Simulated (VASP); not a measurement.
Ir, 1 atom in the cell. The structure is hexagonal, space group P6/mmm (No. 191). Conventional cell: a = 2.057 Å, b = 2.057 Å, c = 1.951 Å, α = 90.00°, β = 90.00°, γ = 120.00°. Ir (site symmetry 6/mmm) has 8 Ir at 1.95 to 2.06 Å within 2.6 Å.  This cell differs from its parent crystal: volume scaled by 0.45.

- Program: VASP 6.6.1
- Task: density of states
- Functional: PBE
- Potentials or basis: VASP PAW PBE potentials, release 64 (Ir)
- Cutoff: 520 eV
- k mesh: 16 × 16 × 15
- Occupations: fermi-dirac, width 0.05 eV
- Spin: no spin polarisation
- Dipole correction: no
- k mesh for the DOS: 24 × 24 × 23
- Occupations for the DOS: tetrahedron
- Further INCAR settings: ALGO = Normal; EDIFF = 1e-06; NBANDS = 10

Potentials or basis: VASP PAW PBE potentials, release 64 (Ir).

The run is started by

```console
$ cat potpaw_PBE.64/Ir/POTCAR > POTCAR
$ cp INCAR.step1 INCAR
$ cp KPOINTS.step1 KPOINTS
$ mpirun -np 1 vasp_std > vasp.out
$ cp INCAR.step2 INCAR
$ cp KPOINTS.step2 KPOINTS
$ mpirun -np 1 vasp_std > vasp.out
```

Hardware: 1 thread of Intel(R) Xeon(R) 6975P-C (Granite Rapids) (shared host).

Question: How long does it take, and how much memory?

Answer: Run time: 15 s on 1 thread of Intel(R) Xeon(R) 6975P-C (Granite Rapids), on a shared host, peak memory 0.19 GiB. Counts: k points 732.
